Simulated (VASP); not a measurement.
Runs of VASP 6.6.1 on Ta. The structure is that of space group P6/mmm (No. 191), or close to it. The cells are those of the table. This isn't the form of Ta at room conditions, which is bcc.

```csv
cell,k mesh,gap on the mesh (eV),pressure (GPa)
"a = 4.716, b = 4.716, c = 2.639 Å, angles 90.0, 90.0, 120.0°, 3 atoms",8 × 8 × 13,none,(a)
"a = 5.111, b = 5.111, c = 2.860 Å, angles 90.0, 90.0, 120.0°, 3 atoms",8 × 8 × 13,none,-15.0
"a = 4.787, b = 4.787, c = 2.679 Å, angles 90.0, 90.0, 120.0°, 3 atoms",8 × 8 × 13,none,17.9
"a = 4.922, b = 4.922, c = 2.754 Å, angles 90.0, 90.0, 120.0°, 3 atoms",8 × 8 × 11,none,(b)
"a = 4.986, b = 4.986, c = 2.790 Å, angles 90.0, 90.0, 120.0°, 3 atoms",8 × 8 × 13,none,-5.6
```

Alike in all rows: task single point; level BLYP; potentials or basis VASP PAW PBE potentials, release 64 (Ta_pv); no spin polarisation; cutoff (eV) 520; smearing fermi-dirac 0.1 eV.

Q: Fill in the values left out.

A: (a) 29.4; (b) 0.9.

Caveats: the PAW data sets were made with another functional, which shifts forces and pressure a little; spin-orbit coupling is left out, which moves the levels of the heavy elements; the cell stands under pressure (at least some runs); the cell stands under tension (at least some runs).

A k mesh can miss the band edges, and the runs leave out spin-orbit coupling on Ta.

A gap of «none» marks levels without a gap at the run's occupations.
